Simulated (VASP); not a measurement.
# SiC (F-43m) in VASP: settings compared

The runs below take SiC through single point, with PBE, r2SCAN.

All numbers are computed with VASP 6.6.1; they aren't measurements. Logs are shortened: lines on timing, memory, paths and dates and some standing lists are left out, and cuts for length are marked.

## Step 1: The cell of the first run

The structure is cubic, space group F-43m (No. 216). The conventional cell has a = 4.122 Å, b = 4.122 Å, c = 4.122 Å, α = 90.00°, β = 90.00°, γ = 90.00°. Within 2.4 Å of Si (site symmetry -43m) lie 4 C at 1.78 Å. C (site symmetry -43m) has 4 Si at 1.78 Å within 2.4 Å.

## Step 2: Single point, PBE

INCAR reads:

```
ALGO = Normal
EDIFF = 1E-6
ENCUT = 600
GGA = PE
GGA_COMPAT = F
ISIF = 2
ISMEAR = 0
LASPH = T
LCHARG = T
LELF = T
LREAL = F
LVHAR = T
LWAVE = F
NBANDS = 11
NELM = 120
PREC = Accurate
SIGMA = 0.01
```

KPOINTS reads:

```
k-points
0
Gamma
  4 4 4
```

POSCAR reads:

```
SiC
1.0
    0.0000000000      2.0607553000      2.0607553000
    2.0607553000      0.0000000000      2.0607553000
    2.0607553000      2.0607553000      0.0000000000
Si C
1 1
Direct
    0.0000000000      0.0000000000      0.0000000000
    0.2500000000      0.2500000000      0.2500000000
```

Potentials or basis: VASP PAW PBE potentials, release 64 (Si, C).

The run is started by

```
> cat potpaw_PBE.64/Si/POTCAR potpaw_PBE.64/C/POTCAR > POTCAR
> mpirun -np 1 vasp_std > vasp.out
```

OUTCAR:

```text
EDIFF = 1E-6
   ENCUT = 600
   GGA = PE
   ISIF = 2
   ISMEAR = 0
   LASPH = T
   LREAL = F
   NELM = 120
   PREC = Accurate

 ion  position               nearest neighbor table
   1  0.000  0.000  0.000-   2 1.78   2 1.78   2 1.78   2 1.78
   2  0.250  0.250  0.250-   1 1.78   1 1.78   1 1.78   1 1.78

  LATTYP: Found a face centered cubic cell.
 ALAT       =     4.1215106000

  Lattice vectors:

 A1 = (   0.0000000000,   2.0607553000,   2.0607553000)
 A2 = (   2.0607553000,   0.0000000000,   2.0607553000)
 A3 = (   2.0607553000,   2.0607553000,   0.0000000000)

Analysis of symmetry for initial positions (statically):
=====================================================================
 Subroutine PRICEL returns:
 Original cell was already a primitive cell.

 Routine SETGRP: Setting up the symmetry group for a
 face centered cubic supercell.

 Subroutine GETGRP returns: Found 24 space group operations
 (whereof 24 operations were pure point group operations)
 out of a pool of 48 trial point group operations.

The static configuration has the point symmetry T_d .

Analysis of symmetry for dynamics (positions and initial velocities):
=====================================================================
 Subroutine PRICEL returns:
 Original cell was already a primitive cell.

 Routine SETGRP: Setting up the symmetry group for a
 face centered cubic supercell.

 Subroutine GETGRP returns: Found 24 space group operations
 (whereof 24 operations were pure point group operations)
 out of a pool of 48 trial point group operations.

The dynamic configuration has the point symmetry T_d .

 Subroutine INISYM returns: Found 24 space group operations
 (whereof 24 operations are pure point group operations),
 and found     1 'primitive' translations

----------------------------------------------------------------------------------------

                                     Primitive cell

  volume of cell :      17.5029

  direct lattice vectors                    reciprocal lattice vectors
     0.000000000  2.060755300  2.060755300    -0.242629486  0.242629486  0.242629486
     2.060755300  0.000000000  2.060755300     0.242629486 -0.242629486  0.242629486
     2.060755300  2.060755300  0.000000000     0.242629486  0.242629486 -0.242629486

  length of vectors
     2.914348094  2.914348094  2.914348094     0.420246598  0.420246598  0.420246598

  position of ions in fractional coordinates (direct lattice)
     0.000000000  0.000000000  0.000000000
     0.250000000  0.250000000  0.250000000

  ion indices of the primitive-cell ions
   primitive index   ion index
                 1           1
                 2           2

----------------------------------------------------------------------------------------

 KPOINTS: k-points

Automatic generation of k-mesh.
 Grid dimensions read from file:
 generate k-points for:    4    4    4

 Generating k-lattice:

  Cartesian coordinates                     Fractional coordinates (reciprocal lattice)
    -0.060657372  0.060657372  0.060657372     0.250000000  0.000000000  0.000000000
     0.060657372 -0.060657372  0.060657372     0.000000000  0.250000000  0.000000000
     0.060657372  0.060657372 -0.060657372     0.000000000  0.000000000  0.250000000

  Length of vectors
     0.105061649  0.105061649  0.105061649

  Shift w.r.t. Gamma in fractional coordinates (k-lattice)
     0.000000000  0.000000000  0.000000000

 Subroutine IBZKPT returns following result:
 ===========================================

 Found      8 irreducible k-points:

 Following reciprocal coordinates:
            Coordinates               Weight
  0.000000  0.000000  0.000000      1.000000
  0.250000  0.000000  0.000000      8.000000
  0.500000  0.000000  0.000000      4.000000
  0.250000  0.250000  0.000000      6.000000
  0.500000  0.250000  0.000000     24.000000
 -0.250000  0.250000  0.000000     12.000000
  0.500000  0.500000  0.000000      3.000000
 -0.250000  0.500000  0.250000      6.000000
   k-points           NKPTS =      8   k-points in BZ     NKDIM =      8   number of bands    NBANDS=     11
   number of dos      NEDOS =    301   number of ions     NIONS =      2
   total plane-waves  NPLWV =  13824
   dimension x,y,z NGX =    24 NGY =   24 NGZ =   24
   dimension x,y,z NGXF=    48 NGYF=   48 NGZF=   48
   ions per type =               1   1
   NGX,Y,Z   is equivalent  to a cutoff of  13.69, 13.69, 13.69 a.u.
   NGXF,Y,Z  is equivalent  to a cutoff of  27.38, 27.38, 27.38 a.u.
 SYSTEM =  unknown system
   PREC   = accura    normal or accurate (medium, high low for compatibility)
   ISTART =      0    job   : 0-new  1-cont  2-samecut
   ICHARG =      2    charge: 1-file 2-atom 10-const
   ISPIN  =      1    spin polarized calculation?
   LNONCOLLINEAR =      F non collinear calculations
   LSORBIT =      F    spin-orbit coupling
   LASPH  =      T    aspherical Exc in radial PAW
   ENCUT  =  600.0 eV  44.10 Ry    6.64 a.u.   5.82  5.82  5.82*2*pi/ulx,y,z
   NELM   =    120;   NELMIN=  2; NELMDL= -5     # of ELM steps
   EDIFF  = 0.1E-05   stopping-criterion for ELM
   LREAL  =      F    real-space projection
   EDIFFG = 0.1E-04   stopping-criterion for IOM
   NSW    =      0    number of steps for IOM
   IBRION =     -1    ionic relax: 0-MD 1-quasi-New 2-CG
   NFREE  =      0    steps in history (QN), initial steepest desc. (CG)
   ISIF   =      2    stress and relaxation
   ISYM   =      2    0-nonsym 1-usesym 2-fastsym
   POTIM  = 0.5000    time-step for ionic-motion
   TEBEG  =    0.0;   TEEND  =   0.0 temperature during run
   PSTRESS=    0.0 pullay stress
   NELECT =       8.0000    total number of electrons
   NUPDOWN=      -1.0000    fix difference up-down
   EMIN   =  10.00;   EMAX   =-10.00  energy-range for DOS
   EFERMI =   0.00;   METHOD = LEGACY
   ISMEAR =     0;   SIGMA  =   0.01  broadening in eV -4-tet -1-fermi 0-gaus
   EFERMI_NEDOS =   21; number of points for ismear=-14 and -15
   IALGO  =     38    algorithm
   IMIX   =      4    mixing-type and parameters
     AMIX     =   0.40;   BMIX     =  1.00
     AMIX_MAG =   1.60;   BMIX_MAG =  1.00
  volume/ion in A,a.u.               =       8.75        59.06
  Fermi-wavevector in a.u.,A,eV,Ry     =   1.261058  2.383054 21.636901  1.590267
  Thomas-Fermi vector in A             =   2.394536
   LORBIT       =      0    0 simple, 1 ext, 2 COOP (PROOUT), +10 PAW based schemes
   GGA     = PE    functional components
   LHFCALC =     F    Hartree Fock is set to
   AEXX    =    0.0000 exact exchange contribution
   IVDW    =     0    specifies the selected vdW correction
   LEPSILON=     F    determine dielectric tensor
   LRPA    =     F    only Hartree local field effects (RPA)
 non-spin polarized calculation
 Gauss-broadening in eV      SIGMA  =   0.01
  energy-cutoff  :      600.00
  volume of cell :       17.50
 maximum number of plane-waves:       604
   NGX = 11   NGY = 11   NGZ = 11

 number of electron       8.0000001 magnetization

 Free energy of the ion-electron system (eV)
  ---------------------------------------------------
  ext. energy  EPLUGINS =         0.00000000
  ---------------------------------------------------
  free energy    TOTEN  =       -14.40822804 eV

  energy without entropy =      -14.40822804  energy(sigma->0) =      -14.40822804

 E-fermi :  10.2265     XC(G=0): -12.0878

 val. band max:       10.1563590336   @ k =   0.0000   0.0000   0.0000
 cond. band min:      11.2879903071   @ k =   0.5000   0.5000   0.0000
 fundamental gap:      1.1316312735
 Fermi energy:        10.2264682676

 k-point     1 :       0.0000    0.0000    0.0000
  band No.  band energies     occupation
      1      -6.6491      2.00000
      2      10.1564      2.00000
      3      10.1564      2.00000
      4      10.1564      2.00000
      5      18.3739      0.00000
      6      18.6825      0.00000
      7      18.6825      0.00000
      8      18.6825      0.00000
      9      25.6477      0.00000
     10      25.6477      0.00000
     11      28.7929      0.00000

 k-point     2 :       0.2500    0.0000    0.0000
  band No.  band energies     occupation
      1      -5.2799      2.00000
      2       5.5336      2.00000
      3       9.5336      2.00000
      4       9.5336      2.00000
      5      17.6362      0.00000
      6      19.1243      0.00000
      7      19.1243      0.00000
      8      21.0347      0.00000
      9      24.2169      0.00000
     10      24.2169      0.00000
     11      26.8847      0.00000

 k-point     3 :       0.5000    0.0000    0.0000
  band No.  band energies     occupation
      1      -2.4033      2.00000
      2       0.6099      2.00000
      3       9.0748      2.00000
      4       9.0748      2.00000
      5      17.1460      0.00000
      6      18.0398      0.00000
      7      18.0398      0.00000
      8      21.1255      0.00000
      9      28.5759      0.00000
     10      29.1811      0.00000
     11      29.1811      0.00000

 k-point     4 :       0.2500    0.2500    0.0000
  band No.  band energies     occupation
      1      -4.8233      2.00000
      2       6.8142      2.00000
      3       8.0250      2.00000
      4       8.0250      2.00000
      5      14.6904      0.00000
      6      17.1776      0.00000
      7      22.3462      0.00000
      8      22.3462      0.00000
      9      23.6147      0.00000
     10      27.6937      0.00000
     11      32.4052      0.00000

 k-point     5 :       0.5000    0.2500    0.0000
  band No.  band energies     occupation
      1      -2.0458      2.00000
      2       2.4899      2.00000
      3       5.8333      2.00000
      4       7.6303      2.00000
      5      14.0693      0.00000
      6      19.1212      0.00000
      7      21.8557      0.00000
      8      22.5617      0.00000
      9      25.9845      0.00000
     10      29.4669      0.00000
     11      32.6221      0.00000

 k-point     6 :      -0.2500    0.2500    0.0000
  band No.  band energies     occupation
      1      -3.1528      2.00000
      2       3.7988      2.00000
      3       5.3374      2.00000
      4       8.9198      2.00000
      5      16.1827      0.00000
      6      20.2316      0.00000
      7      20.2810      0.00000
      8      21.8440      0.00000
      9      23.3949      0.00000
     10      27.5736      0.00000
     11      32.0073      0.00000

 k-point     7 :       0.5000    0.5000    0.0000
  band No.  band energies     occupation
      1      -0.7724      2.00000
      2       1.7534      2.00000
      3       6.6351      2.00000
      4       6.6351      2.00000
      5      11.2880      0.00000
      6      15.0618      0.00000
      7      26.1972      0.00000
      8      26.1972      0.00000
      9      27.3834      0.00000
     10      32.0614      0.00000
     11      34.9591      0.00000

 k-point     8 :      -0.2500    0.5000    0.2500
  band No.  band energies     occupation
      1      -0.4425      2.00000
      2       2.8752      2.00000
      3       4.3410      2.00000
      4       4.7707      2.00000
      5      15.5794      0.00000
      6      20.7051      0.00000
      7      20.9608      0.00000
      8      21.5249      0.00000
      9      26.5126      0.00000
     10      29.4396      0.00000
     11      34.3542      0.00000

------------------------ aborting loop because EDIFF is reached ----------------------------------------

  FORCE on cell =-STRESS in cart. coord.  units (eV):
  Direction    XX          YY          ZZ          XY          YZ          ZX
  --------------------------------------------------------------------------------------
  -------------------------------------------------------------------------------------
  Total        6.0487549      6.0487549      6.0487549     -0.0000000      0.0000000     -0.0000000
  in kB      553.6907879    553.6907879    553.6907879     -0.0000000      0.0000000     -0.0000000
  external PRESSURE =     553.6907879 kB  Pullay stress =       0.0000000 kB

 VOLUME and BASIS-vectors are now :
 -----------------------------------------------------------------------------
  energy-cutoff  :      600.00
  volume of cell :       17.50
      direct lattice vectors                 reciprocal lattice vectors
     0.000000000  2.060755300  2.060755300    -0.242629486  0.242629486  0.242629486
     2.060755300  0.000000000  2.060755300     0.242629486 -0.242629486  0.242629486
     2.060755300  2.060755300  0.000000000     0.242629486  0.242629486 -0.242629486

 POSITION                                       TOTAL-FORCE (eV/Angst)
 -----------------------------------------------------------------------------------
      0.00000      0.00000      0.00000         0.000000      0.000000      0.000000
      1.03038      1.03038      1.03038        -0.000000     -0.000000     -0.000000
 -----------------------------------------------------------------------------------
    total drift:                                0.000000      0.000000      0.000000

  FREE ENERGIE OF THE ION-ELECTRON SYSTEM (eV)
  ---------------------------------------------------
  free  energy   TOTEN  =       -14.4082280375 eV

  energy  without entropy=      -14.4082280375  energy(sigma->0) =      -14.40822804
```

Run time: 4.7 s. Hardware: 1 thread of Intel Xeon Platinum 8259CL at 2.50GHz (Skylake/Cascade Lake), shared host; peak memory 0.13 GiB.

What came out:

- Free energy: -14.4082 eV
- Pressure: 55.4 GPa
- Band gap on the k mesh: 1.13 eV, indirect (least direct gap 4.65 eV)

Levels at points of the mesh, in eV from the valence-band top:
| k point | band 1 | band 2 | band 3 | band 4 | band 5 | band 6 | band 7 | band 8 | band 9 |
| --- | --- | --- | --- | --- | --- | --- | --- | --- | --- |
| (0.00, 0.00, 0.00) | -16.81 | 0.00 | 0.00 | 0.00 | 8.22 | 8.53 | 8.53 | 8.53 | 15.49 |
| (0.50, 0.00, 0.00) | -12.56 | -9.55 | -1.08 | -1.08 | 6.99 | 7.88 | 7.88 | 10.97 | 18.42 |
| (0.50, 0.50, 0.00) | -10.93 | -8.40 | -3.52 | -3.52 | 1.13 | 4.91 | 16.04 | 16.04 | 17.23 |

Caveat: the k points lie up to 0.66 Å⁻¹ apart. A hybrid or GW would open this gap; PBE tends to underestimate it.

## Step 3: Single point, PBE

This run uses another cell than the first one, of 9.87 Å³/atom, 1.128 times its volume.

INCAR reads:

```
PREC = Accurate
ENCUT = 600
EDIFF = 1E-6
ISMEAR = 0
SIGMA = 0.01
LREAL = F
LASPH = T
NELM = 120
ALGO = Normal
ISIF = 2
LWAVE = F
LCHARG = F
GGA = PE
NBANDS = 11
GGA_COMPAT = F
```

KPOINTS reads:

```
Automatic mesh
0
Gamma
  4 4 4
```

POSCAR reads:

```
SiC
1.0
    0.0000000000      2.1449594900      2.1449594900
    2.1449594900      0.0000000000      2.1449594900
    2.1449594900      2.1449594900      0.0000000000
Si C
1 1
Direct
    0.0000000000      0.0000000000      0.0000000000
    0.2500000000      0.2500000000      0.2500000000
```

Potentials or basis: VASP PAW PBE potentials, release 64 (Si, C).

The run is started by

```
> cat potpaw_PBE.64/Si/POTCAR potpaw_PBE.64/C/POTCAR > POTCAR
> mpirun -np 1 vasp_std > vasp.out
```

Wall time 4.1 s (1 thread of Intel Xeon Platinum 8259CL at 2.50GHz (Skylake/Cascade Lake), shared host); peak memory 0.12 GiB.

The run converged. Its results:

```
Free energy            : -14.8780 eV
Pressure               : 15.2 GPa
Band gap on the k mesh : 1.26 eV, indirect (least direct gap 4.56 eV)
```

Levels at points of the mesh, in eV from the valence-band top:
```
           k point  band 1  band 2  band 3  band 4  band 5  band 6  band 7  band 8
(0.00, 0.00, 0.00)  -15.81    0.00    0.00    0.00    6.78    7.59    7.59    7.59
(0.50, 0.00, 0.00)  -12.05   -8.83   -1.07   -1.07    5.84    7.37    7.37   10.29
(0.50, 0.50, 0.00)  -10.54   -7.98   -3.29   -3.29    1.26    4.45   14.57   14.57
```

Caveat: the k points lie up to 0.63 Å⁻¹ apart. PBE gaps usually lie below the measured ones, often by a third to a half.

## Step 4: Single point, r2SCAN

This run uses another cell than the first one, of 9.31 Å³/atom, 1.064 times its volume.

POSCAR reads:

```
SiC
1.0
    0.0000000000      2.1037000000      2.1037000000
    2.1037000000      0.0000000000      2.1037000000
    2.1037000000      2.1037000000      0.0000000000
Si C
1 1
Direct
    0.0000000000      0.0000000000      0.0000000000
    0.2500000000      0.2500000000      0.2500000000
```

INCAR.step1 reads:

```
SYSTEM = SiC
ALGO = Normal ; EDIFF = 1E-5
ENCUT = 660 ; GGA = PE
GGA_COMPAT = .FALSE. ; ISMEAR = 0
LASPH = .TRUE. ; LCHARG = .FALSE.
LREAL = .FALSE. ; LWAVE = .TRUE.
NBANDS = 11 ; NELM = 120
PREC = Accurate ; SIGMA = 0.01
```

INCAR.step2 reads:

```
SYSTEM = SiC
ALGO = Normal ; EDIFF = 1E-6
ENCUT = 660 ; GGA_COMPAT = .FALSE.
ISIF = 2 ; ISMEAR = 0
ISTART = 1 ; LASPH = .TRUE.
LCHARG = .FALSE. ; LMIXTAU = .TRUE.
LREAL = .FALSE. ; LWAVE = .FALSE.
METAGGA = R2SCAN ; NBANDS = 11
NELM = 120 ; PREC = Accurate
SIGMA = 0.01
```

KPOINTS reads:

```
k-points
0
G
  4 4 4
  0 0 0
```

The run is started by

```
> cat potpaw_PBE.64/Si/POTCAR potpaw_PBE.64/C/POTCAR > POTCAR
> cp INCAR.step1 INCAR
> mpirun -np 1 vasp_std > vasp.out
> cp INCAR.step2 INCAR
> mpirun -np 1 vasp_std > vasp.out
```

Wall time 22 s (1 thread of Intel Xeon Platinum 8259CL at 2.50GHz (Skylake/Cascade Lake), shared host); peak memory 0.15 GiB.

The run converged. Its results:

```yaml
Free_energy: -19.0387 eV
Pressure: 28.9 GPa
Band_gap_on_the_k_mesh: 1.61 eV, indirect (least direct gap 5.16 eV)
```

Levels at points of the mesh, in eV from the valence-band top:
| k point | band 1 | band 2 | band 3 | band 4 | band 5 | band 6 | band 7 | band 8 | band 9 |
| --- | --- | --- | --- | --- | --- | --- | --- | --- | --- |
| (0.00, 0.00, 0.00) | -17.06 | 0.00 | 0.00 | 0.00 | 8.17 | 8.64 | 8.64 | 8.64 | 15.84 |
| (0.50, 0.00, 0.00) | -13.02 | -9.44 | -1.13 | -1.13 | 7.02 | 8.19 | 8.19 | 11.58 | 18.86 |
| (0.50, 0.50, 0.00) | -11.43 | -8.43 | -3.55 | -3.55 | 1.61 | 5.22 | 16.46 | 16.46 | 17.59 |

Caveat: the k points lie up to 0.65 Å⁻¹ apart; the PAW data sets were made with another functional, which shifts forces and pressure a little.

## Step 5: Summary

| level | cell | cutoff (eV) | gap on the mesh (eV) | pressure (GPa) |
| --- | --- | --- | --- | --- |
| PBE | a = 2.914 Å, angles 60.0°, 2 atoms | 600 | 1.13 | 55.4 |
| PBE | a = 3.033 Å, angles 60.0°, 2 atoms | 600 | 1.26 | 15.2 |
| r2SCAN | a = 2.975 Å, angles 60.0°, 2 atoms | 660 | 1.61 | 28.9 |

Alike in all rows: task single point; potentials or basis VASP PAW PBE potentials, release 64 (Si, C); no spin polarisation; k mesh 4 × 4 × 4; smearing gaussian 0.01 eV.

Caveats: all runs use coarse meshes; the PAW data sets were made with another functional, which shifts forces and pressure a little (some runs).

Total energies depend on the potentials used, so only differences within one code and one set of settings carry meaning.
